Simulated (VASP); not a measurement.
Ge, 1 atom in the cell. The cell holds a cluster in a box, 1 atom: a = 8.500 Å, b = 8.800 Å, c = 9.100 Å, α = 90.00°, β = 90.00°, γ = 90.00°. 

* Program: VASP 6.6.1
* Task: single point
* Functional: PBE
* Potentials or basis: VASP PAW PBE potentials, release 64 (Ge_d)
* Cutoff: 410 eV
* k mesh: 1 × 1 × 1
* Occupations: fermi-dirac, width 0.1 eV
* Spin: collinear spin, ferromagnetic start
* Starting moments: [2.0] μB
* Dipole correction: no
* Further INCAR settings: ALGO = Normal; EDIFF = 1e-06; NBANDS = 17

Potentials or basis: VASP PAW PBE potentials, release 64 (Ge_d).

Run with:

```bash
$ cat potpaw_PBE.64/Ge_d/POTCAR > POTCAR
$ mpirun -np 1 vasp_gam > vasp.out
```

Hardware: 1 thread of Intel Xeon 8259CL (shared host).

Question: Estimate the wall time of this run.

Answer: Run time: 100 s on 1 thread of Intel Xeon 8259CL (shared host), peak memory 0.56 GiB. Counts: scf iterations 17, k points 1.
